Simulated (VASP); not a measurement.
# AsHF (P4/mmm) in VASP: relaxation of cell and atoms with PBE

Aim: the relaxation of cell and atoms of AsHF with PBE.

All numbers are computed with VASP 6.6.1; they aren't measurements. Logs are shortened: lines on timing, memory, paths and dates and some standing lists are left out, and cuts for length are marked.

## Step 1: The cell of the first run

The structure is tetragonal, space group P4/mmm (No. 123). The conventional cell has a = 5.846 Å, b = 5.846 Å, c = 2.306 Å, α = 90.00°, β = 90.00°, γ = 90.00°. H (site symmetry 4/mmm) has 2 F at 1.15 Å within 1.5 Å. Within 3.0 Å of As (site symmetry 4/mmm) lie 2 As at 2.31 Å. Within 1.5 Å of F (site symmetry 4/mmm) lie 2 H at 1.15 Å.

The cell was generated, and may not be a known phase.

## Step 2: Relaxation of cell and atoms, PBE

Input file INCAR:

```
  PREC = Accurate
  ENCUT = 700
  EDIFF = 1E-7
  ISMEAR = 0
  SIGMA = 0.1
  LREAL = F
  LASPH = T
  NELM = 120
  ALGO = Normal
  ISIF = 3
  LWAVE = F
  LCHARG = F
  GGA = PE
  IBRION = 2
  NSW = 100
  EDIFFG = -0.01
  GGA_COMPAT = F
  NELMIN = 4
```

Input file KPOINTS:

```
regular mesh
0
Gamma
  8 8 20
```

Input file POSCAR:

```
AsHF
1.0
    5.8456741661      0.0000000000      0.0000000000
    0.0000000000      5.8456741661      0.0000000000
    0.0000000000      0.0000000000      2.3059801001
H As F
1 1 1
Direct
    0.0000000000      0.0000000000      0.0000000000
    0.5000000000      0.5000000000      0.5000000000
    0.0000000000      0.0000000000      0.5000000000
```

Potentials or basis: VASP PAW PBE potentials, release 64 (H, As_d, F).

The run is started by

```console
$ cat potpaw_PBE.64/H/POTCAR potpaw_PBE.64/As_d/POTCAR potpaw_PBE.64/F/POTCAR > POTCAR
$ mpirun -np 1 vasp_std > vasp.out
```

OUTCAR:

```text
PREC = Accurate
   ENCUT = 700
   EDIFF = 1E-7
   ISMEAR = 0
   LREAL = F
   LASPH = T
   NELM = 120
   ISIF = 3
   GGA = PE
   IBRION = 2
   NSW = 100
   EDIFFG = -0.01
   NELMIN = 4

 ion  position               nearest neighbor table
   1  0.000  0.000  0.000-   3 1.15   3 1.15
   2  0.500  0.500  0.500-
   3  0.000  0.000  0.500-   1 1.15   1 1.15

  LATTYP: Found a simple tetragonal cell.
 ALAT       =     5.8456741661
 C/A-ratio  =     0.3944763315

  Lattice vectors:

 A1 = (   5.8456741661,   0.0000000000,   0.0000000000)
 A2 = (   0.0000000000,   5.8456741661,   0.0000000000)
 A3 = (   0.0000000000,   0.0000000000,   2.3059801001)

Analysis of symmetry for initial positions (statically):
=====================================================================
 Subroutine PRICEL returns:
 Original cell was already a primitive cell.

 Routine SETGRP: Setting up the symmetry group for a
 simple tetragonal supercell.

 Subroutine GETGRP returns: Found 16 space group operations
 (whereof 16 operations were pure point group operations)
 out of a pool of 16 trial point group operations.

The static configuration has the point symmetry D_4h.

Analysis of symmetry for dynamics (positions and initial velocities):
=====================================================================
 Subroutine PRICEL returns:
 Original cell was already a primitive cell.

 Routine SETGRP: Setting up the symmetry group for a
 simple tetragonal supercell.

 Subroutine GETGRP returns: Found 16 space group operations
 (whereof 16 operations were pure point group operations)
 out of a pool of 16 trial point group operations.

The dynamic configuration has the point symmetry D_4h.

 Subroutine INISYM returns: Found 16 space group operations
 (whereof 16 operations are pure point group operations),
 and found     1 'primitive' translations

----------------------------------------------------------------------------------------

                                     Primitive cell

  volume of cell :      78.7997

  direct lattice vectors                    reciprocal lattice vectors
     5.845674166  0.000000000  0.000000000     0.171066668  0.000000000  0.000000000
[... 119 lines left out ...]
 conjugate gradient relaxation of ions
 non-spin polarized calculation
 Gauss-broadening in eV      SIGMA  =   0.10
  energy-cutoff  :      700.00
  volume of cell :       78.80
 maximum number of plane-waves:      3350
   NGX = 25   NGY = 25   NGZ =  9

--------------------------------------- Ionic step        1  -------------------------------------------

 number of electron      23.0000023 magnetization

 Free energy of the ion-electron system (eV)
  ---------------------------------------------------
  ext. energy  EPLUGINS =         0.00000000
  ---------------------------------------------------
  free energy    TOTEN  =       -11.73674346 eV

  energy without entropy =      -11.73010143  energy(sigma->0) =      -11.73342245

------------------------ aborting loop because EDIFF is reached ----------------------------------------

  FORCE on cell =-STRESS in cart. coord.  units (eV):
  Direction    XX          YY          ZZ          XY          YZ          ZX
  --------------------------------------------------------------------------------------
  -------------------------------------------------------------------------------------
  Total       -0.0413618     -0.0413618     -0.0460156      0.0000000      0.0000000     -0.0000000
  in kB       -0.8409788     -0.8409788     -0.9356018      0.0000000      0.0000000     -0.0000000
  external PRESSURE =      -0.8725198 kB  Pullay stress =       0.0000000 kB
[... 92 lines left out ...]
  FREE ENERGIE OF THE ION-ELECTRON SYSTEM (eV)
  ---------------------------------------------------
  free  energy   TOTEN  =       -11.7366893045 eV

  energy  without entropy=      -11.7300861972  energy(sigma->0) =      -11.73338775

[... ionic steps 4 to 23 ...]

--------------------------------------- Ionic step       24  -------------------------------------------

 number of electron      22.9999997 magnetization

------------------------ aborting loop because EDIFF is reached ----------------------------------------
[... 69 lines left out ...]
--------------------------------------- Ionic step       26  -------------------------------------------

 number of electron      22.9999999 magnetization

 Free energy of the ion-electron system (eV)
  ---------------------------------------------------
  ext. energy  EPLUGINS =         0.00000000
  ---------------------------------------------------
  free energy    TOTEN  =       -11.73797148 eV

  energy without entropy =      -11.73190060  energy(sigma->0) =      -11.73493604

 E-fermi :  -1.6680     XC(G=0):  -6.4794

 val. band max:       -1.6682271091   @ k =   0.3750   0.2500   0.3000
 cond. band min:      -1.6634209864   @ k =   0.5000   0.5000   0.3000
 fundamental gap:      0.0048061228
 Fermi energy:        -1.6679717431

 k-point     1 :       0.0000    0.0000    0.0000
  band No.  band energies     occupation
      1     -37.4758      2.00000
      2     -37.1829      2.00000
      3     -37.1829      2.00000
      4     -37.1540      2.00000
      5     -37.1540      2.00000
      6     -27.6436      2.00000
      7     -14.3811      2.00000
      8      -7.4775      2.00000
      9      -7.4775      2.00000
     10      -7.2120      2.00000
     11      -3.9133      2.00000
     12      -3.9133      2.00000
     13       1.3824      0.00000
     14       3.5092      0.00000
[... 401 lines left out ...]
      2     -37.1825      2.00000
      3     -37.1825      2.00000
      4     -37.1575      2.00000
      5     -37.1575      2.00000
      6     -27.6090      2.00000
      7     -14.3065      2.00000
      8      -7.4699      2.00000
      9      -7.4541      2.00000
     10      -7.4486      2.00000
     11      -4.0982      2.00000
     12      -3.8855      2.00000
     13       3.1019      0.00000
     14       3.1558      0.00000
     15       5.1775      0.00000

 [... further k-points ...]

------------------------ aborting loop because EDIFF is reached ----------------------------------------

  FORCE on cell =-STRESS in cart. coord.  units (eV):
  Direction    XX          YY          ZZ          XY          YZ          ZX
  --------------------------------------------------------------------------------------
  -------------------------------------------------------------------------------------
  Total       -0.0080528     -0.0080528      0.0012167      0.0000000      0.0000000      0.0000000
  in kB       -0.1718766     -0.1718766      0.0259682      0.0000000      0.0000000      0.0000000
  external PRESSURE =      -0.1059283 kB  Pullay stress =       0.0000000 kB
[... 18 lines left out ...]
  FREE ENERGIE OF THE ION-ELECTRON SYSTEM (eV)
  ---------------------------------------------------
  free  energy   TOTEN  =       -11.7379714811 eV

  energy  without entropy=      -11.7319006038  energy(sigma->0) =      -11.73493604

 reached required accuracy - stopping structural energy minimisation
```

OSZICAR:

```text
N       E                     dE             d eps       ncg     rms          rms(c)
DAV:   1     0.220289105702E+03    0.22029E+03   -0.12850E+04  5588   0.541E+03
DAV:   2     0.186099795757E+02   -0.20168E+03   -0.19698E+03  6022   0.951E+02
DAV:   3    -0.106207753196E+02   -0.29231E+02   -0.28878E+02  5654   0.168E+02
DAV:   4    -0.121508613358E+02   -0.15301E+01   -0.15292E+01  6561   0.472E+01
[... 231 lines left out ...]
DAV:   4    -0.117379748301E+02    0.57461E-04   -0.74901E-05  6633   0.761E-02    0.152E-02
DAV:   5    -0.117379716110E+02    0.32190E-05   -0.79129E-06  6266   0.517E-02    0.326E-03
DAV:   6    -0.117379713540E+02    0.25703E-06   -0.33921E-07  5742   0.668E-03    0.430E-04
DAV:   7    -0.117379714634E+02   -0.10943E-06   -0.10844E-07  3735   0.681E-03    0.159E-04
DAV:   8    -0.117379714811E+02   -0.17661E-07   -0.18429E-08  3175   0.139E-03
  26 F= -.11737971E+02 E0= -.11734936E+02  d E =-.291995E-03
```

It took 21 min on 1 thread of Intel Xeon 6975P-C (Granite Rapids), shared host; peak memory 0.49 GiB.

Results:

```
Free energy                           : -11.7380 eV
Relaxed volume                        : 25.02 Å³/atom
Relaxed cell                          : a = 5.706 Å, b = 5.706 Å, c = 2.305 Å, α = 90.00°, β = 90.00°, γ = 90.00°
Space group after relaxing (to 0.1 Å) : P4/mmm (No. 123)
Energy gained by relaxing             : 0.4 meV/atom
Ionic steps                           : 26
Pressure after relaxing               : 0.0 GPa
Band gap on the k mesh                : zero (an odd number of electrons rules out a gap without spin polarisation)
```

The path:
```
step  energy change (eV)  largest force (eV/Å)  pressure (GPa)  volume (Å³)
   1              0.0000                0.0000           -0.09        78.80
   2             -0.0001                0.0000           -0.06        78.64
   3              0.0001                0.0000            0.13        78.34
   4             -0.0001                0.0000            0.02        78.55
   5             -0.0001                0.0000            0.02        78.58
   6             -0.0001                0.0000            0.00        78.61
   7             -0.0001                0.0000           -0.02        78.55
   8             -0.0002                0.0000            0.01        78.36
   9             -0.0004                0.0000            0.03        77.99
  10             -0.0007                0.0000            0.07        77.24
  11             -0.0008                0.0000           -0.09        77.17
  12             -0.0008                0.0000           -0.06        77.19
  13             -0.0008                0.0000           -0.07        77.09
  14             -0.0009                0.0000           -0.10        76.79
  15             -0.0009                0.0000           -0.14        76.19
  16             -0.0009                0.0000           -0.15        76.48
  17             -0.0009                0.0000           -0.15        76.32
  18             -0.0010                0.0000           -0.16        76.28
  19             -0.0010                0.0000           -0.17        76.18
  20             -0.0011                0.0000           -0.18        75.97
  21             -0.0012                0.0000           -0.05        75.55
  22             -0.0012                0.0000           -0.08        75.45
  23             -0.0012                0.0000           -0.09        75.25
  24             -0.0012                0.0000            0.03        74.85
  25             -0.0012                0.0000            0.03        74.89
  26             -0.0012                0.0000           -0.01        75.07
```

Final structure:
```
H As F
1.0
     5.70638    0.00000    0.00000
     0.00000    5.70638    0.00000
     0.00000    0.00000    2.30527
H As F
1 1 1
Direct
  0.00000 0.00000 0.00000
  0.50000 0.50000 0.50000
  0.00000 0.00000 0.50000
```

Caveat: this functional lacks dispersion, which binds layers or chains, so the pressure and a relaxed spacing across them are unreliable; an odd number of electrons without spin polarisation forces a metal; a magnetic or distorted state may lie lower.
